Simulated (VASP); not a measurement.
# Rb2PtS3 (P-3m1) in VASP: single point with PBEsol

Aim: the single point of Rb2PtS3 with PBEsol.

Everything below comes from runs of VASP 6.6.1. Logs are shortened: lines on timing, memory, paths and dates and some standing lists are left out, and cuts for length are marked.

### Step 1. The cell of the first run

The structure is trigonal, space group P-3m1 (No. 164). Conventional cell: a = 3.832 Å, b = 3.832 Å, c = 11.719 Å, α = 90.00°, β = 90.00°, γ = 120.00°. Rb (site symmetry 3m) has 6 S at 3.09 to 3.45 Å and 6 Rb at 3.83 Å within 4.1 Å. Pt (site symmetry -3m) has 6 S at 2.45 Å within 3.2 Å. Within 3.2 Å of S (site symmetry 3m) lie 3 Pt at 2.45 Å and 3 S at 3.05 Å. Within 4.1 Å of S (site symmetry -3m) lie 6 Rb at 3.09 Å and 6 S at 3.83 Å.

### Step 2. Single point, PBEsol

File INCAR:

```
PREC = Accurate
ENCUT = 520
EDIFF = 1E-6
ISMEAR = -1
SIGMA = 0.03
LREAL = False
LASPH = True
NELM = 100
ALGO = Normal
ISIF = 2
LWAVE = False
LCHARG = True
GGA = PS
LELF = True
LVHAR = True
NBANDS = 32
```

File KPOINTS:

```
regular mesh
0
Gamma
  6 6 2
```

File POSCAR:

```
Rb2PtS3
1.0
    3.8323126569      0.0000000000      0.0000000000
   -1.9161563284      3.3188801161      0.0000000000
    0.0000000000      0.0000000000     11.7194975416
Rb Pt S
2 1 3
Direct
    0.3333333333      0.6666666667      0.6845823719
    0.6666666667      0.3333333333      0.3154176281
    0.0000000000      0.0000000000      0.0000000000
    0.3333333333      0.6666666667      0.0896435684
    0.6666666667      0.3333333333      0.9103564316
    0.0000000000      0.0000000000      0.5000000000
```

Potentials or basis: VASP PAW PBE potentials, release 64 (Rb_sv, Pt, S).

Launch:

```console
$ cat potpaw_PBE.64/Rb_sv/POTCAR potpaw_PBE.64/Pt/POTCAR potpaw_PBE.64/S/POTCAR > POTCAR
$ mpirun -np 1 vasp_std > vasp.out
```

OUTCAR:

```text
PREC = Accurate
   ENCUT = 520
   EDIFF = 1E-6
   ISMEAR = -1
   LREAL = False
   LASPH = True
   NELM = 100
   ISIF = 2
   GGA = PS

 ion  position               nearest neighbor table
   1  0.333  0.667  0.685-   6 3.09   6 3.09   6 3.09   5 3.45   5 3.45   5 3.45   3 4.31   3 4.31
                             3 4.31   2 4.86   2 4.86   2 4.86
   2  0.667  0.333  0.315-   6 3.09   6 3.09   6 3.09   4 3.45   4 3.45   4 3.45   3 4.31   3 4.31
                             3 4.31   1 4.86   1 4.86   1 4.86
   3  0.000  0.000  0.000-   4 2.45   5 2.45   4 2.45   5 2.45   5 2.45   4 2.45   1 4.31   2 4.31
                             1 4.31   2 4.31   1 4.31   2 4.31
   4  0.333  0.667  0.090-   3 2.45   3 2.45   3 2.45   2 3.45   2 3.45   2 3.45
   5  0.667  0.333  0.910-   3 2.45   3 2.45   3 2.45   1 3.45   1 3.45   1 3.45
   6  0.000  0.000  0.500-   1 3.09   2 3.09   1 3.09   2 3.09   2 3.09   1 3.09

  LATTYP: Found a hexagonal cell.
 ALAT       =     3.8323126569
 C/A-ratio  =     3.0580744816

  Lattice vectors:

 A1 = (   3.8323126569,   0.0000000000,   0.0000000000)
 A2 = (  -1.9161563284,   3.3188801161,   0.0000000000)
 A3 = (   0.0000000000,   0.0000000000,  11.7194975416)

Analysis of symmetry for initial positions (statically):
=====================================================================
 Subroutine PRICEL returns:
 Original cell was already a primitive cell.

 Routine SETGRP: Setting up the symmetry group for a
 hexagonal supercell.

 Subroutine GETGRP returns: Found 12 space group operations
 (whereof 12 operations were pure point group operations)
 out of a pool of 24 trial point group operations.

The static configuration has the point symmetry D_3d.

Analysis of symmetry for dynamics (positions and initial velocities):
=====================================================================
 Subroutine PRICEL returns:
 Original cell was already a primitive cell.

 Routine SETGRP: Setting up the symmetry group for a
 hexagonal supercell.

 Subroutine GETGRP returns: Found 12 space group operations
 (whereof 12 operations were pure point group operations)
 out of a pool of 24 trial point group operations.

The dynamic configuration has the point symmetry D_3d.

 Subroutine INISYM returns: Found 12 space group operations
 (whereof 12 operations are pure point group operations),
[... 85 lines left out ...]
   ISTART =      0    job   : 0-new  1-cont  2-samecut
   ICHARG =      2    charge: 1-file 2-atom 10-const
   ISPIN  =      1    spin polarized calculation?
   LNONCOLLINEAR =      F non collinear calculations
   LSORBIT =      F    spin-orbit coupling
   LASPH  =      T    aspherical Exc in radial PAW
   ENCUT  =  520.0 eV  38.22 Ry    6.18 a.u.   7.13  7.13 21.79*2*pi/ulx,y,z
   NELM   =    100;   NELMIN=  2; NELMDL= -5     # of ELM steps
   EDIFF  = 0.1E-05   stopping-criterion for ELM
   LREAL  =      F    real-space projection
[... 7 lines left out ...]
   TEBEG  =    0.0;   TEEND  =   0.0 temperature during run
   PSTRESS=    0.0 pullay stress
   NELECT =      46.0000    total number of electrons
   NUPDOWN=      -1.0000    fix difference up-down
   EMIN   =  10.00;   EMAX   =-10.00  energy-range for DOS
   EFERMI =   0.00;   METHOD = LEGACY
   ISMEAR =    -1;   SIGMA  =   0.03  broadening in eV -4-tet -1-fermi 0-gaus
   EFERMI_NEDOS =   21; number of points for ismear=-14 and -15
   IALGO  =     38    algorithm
   IMIX   =      4    mixing-type and parameters
     AMIX     =   0.40;   BMIX     =  1.00
     AMIX_MAG =   1.60;   BMIX_MAG =  1.00
  volume/ion in A,a.u.               =      24.84       167.65
  Fermi-wavevector in a.u.,A,eV,Ry     =   1.106302  2.090607 16.652220  1.223904
  Thomas-Fermi vector in A             =   2.242801
   LORBIT       =      0    0 simple, 1 ext, 2 COOP (PROOUT), +10 PAW based schemes
   GGA     = PS    functional components
   LHFCALC =     F    Hartree Fock is set to
   AEXX    =    0.0000 exact exchange contribution
   IVDW    =     0    specifies the selected vdW correction
   LEPSILON=     F    determine dielectric tensor
   LRPA    =     F    only Hartree local field effects (RPA)
 non-spin polarized calculation
  energy-cutoff  :      520.00
  volume of cell :      149.06
 maximum number of plane-waves:      4044
 NGX is ok and might be reduce to    30
   NGX = 15   NGY = 15   NGZ = 43

 number of electron      46.0000000 magnetization

 Free energy of the ion-electron system (eV)
  ---------------------------------------------------
  ext. energy  EPLUGINS =         0.00000000
  ---------------------------------------------------
  free energy    TOTEN  =       -25.38508417 eV

  energy without entropy =      -25.36997391  energy(sigma->0) =      -25.37752904

 E-fermi :   3.5553     XC(G=0):  -9.3605

 val. band max:        3.5394656185   @ k =   0.3333  -0.0000   0.0000
 cond. band min:       3.7450090988   @ k =   0.1667  -0.0000   0.0000
 fundamental gap:      0.2055434803
 Fermi energy:         3.5552935738

 k-point     1 :       0.0000    0.0000    0.0000
  band No.  band energies     occupation
      1     -23.0402      2.00000
      2     -23.0338      2.00000
      3     -11.8523      2.00000
      4      -9.4333      2.00000
      5      -8.2877      2.00000
      6      -7.0655      2.00000
[... 479 lines left out ...]
     31       9.7826      0.00000
     32       9.7826      0.00000

------------------------ aborting loop because EDIFF is reached ----------------------------------------

  FORCE on cell =-STRESS in cart. coord.  units (eV):
  Direction    XX          YY          ZZ          XY          YZ          ZX
  --------------------------------------------------------------------------------------
  -------------------------------------------------------------------------------------
  Total       -0.0117322     -0.0117322      0.0545051     -0.0000000      0.0000000      0.0000000
  in kB       -0.1261035     -0.1261035      0.5858500     -0.0000000      0.0000000      0.0000000
  external PRESSURE =       0.1112143 kB  Pullay stress =       0.0000000 kB

 VOLUME and BASIS-vectors are now :
 -----------------------------------------------------------------------------
  energy-cutoff  :      520.00
  volume of cell :      149.06
      direct lattice vectors                 reciprocal lattice vectors
     3.832312657  0.000000000  0.000000000     0.260939044  0.150653227  0.000000000
    -1.916156328  3.318880116  0.000000000     0.000000000  0.301306454  0.000000000
     0.000000000  0.000000000 11.719497542     0.000000000  0.000000000  0.085327890

 POSITION                                       TOTAL-FORCE (eV/Angst)
 -----------------------------------------------------------------------------------
     -0.00000      2.21259      8.02296         0.000000     -0.000000      0.010646
      1.91616      1.10629      3.69654        -0.000000      0.000000     -0.010646
      0.00000      0.00000      0.00000         0.000000      0.000000      0.000000
     -0.00000      2.21259      1.05058        -0.000000     -0.000000     -0.010154
      1.91616      1.10629     10.66892         0.000000      0.000000      0.010154
      0.00000      0.00000      5.85975         0.000000      0.000000      0.000000
 -----------------------------------------------------------------------------------
    total drift:                                0.000000      0.000000      0.000000

  FREE ENERGIE OF THE ION-ELECTRON SYSTEM (eV)
  ---------------------------------------------------
  free  energy   TOTEN  =       -25.3850841682 eV

  energy  without entropy=      -25.3699739064  energy(sigma->0) =      -25.37752904
```

Wall time 76 s (1 thread of Intel Xeon Platinum 8488C (Sapphire Rapids), shared host); peak memory 0.3 GiB.

What came out:

```
Free energy            : -25.3851 eV
Pressure               : 0.0 GPa
Largest force          : 0.011 eV/Å
Band gap on the k mesh : zero (band 23 reaches 3.91 eV, above the bottom of band 24 at 3.48 eV)
```

Forces on the atoms (eV/Å):
```
Rb   0.000  0.000  0.011
Rb   0.000  0.000 -0.011
Pt   0.000  0.000  0.000
S    0.000  0.000 -0.010
S    0.000  0.000  0.010
S    0.000  0.000  0.000
```

Levels at points of the mesh, in eV from the Fermi level:
| k point | band 20 | band 21 | band 22 | band 23 | band 24 | band 25 | band 26 | band 27 |
| --- | --- | --- | --- | --- | --- | --- | --- | --- |
| (0.00, 0.00, 0.00) | -2.14 | -1.25 | 0.35 | 0.35 | 1.25 | 1.25 | 2.13 | 3.27 |
| (0.50, 0.00, 0.00) | -2.77 | -1.76 | -0.93 | -0.13 | 0.39 | 1.12 | 3.11 | 3.55 |
| (0.00, 0.00, 0.50) | -2.20 | -1.43 | 0.34 | 0.34 | 1.26 | 1.26 | 2.38 | 3.11 |
| (0.50, 0.00, 0.50) | -2.71 | -1.81 | -0.99 | -0.13 | 0.43 | 1.13 | 3.08 | 3.57 |

Caveat: the PAW data sets were made with another functional, which shifts forces and pressure a little; spin-orbit coupling is left out, which moves the levels of the heavy elements.
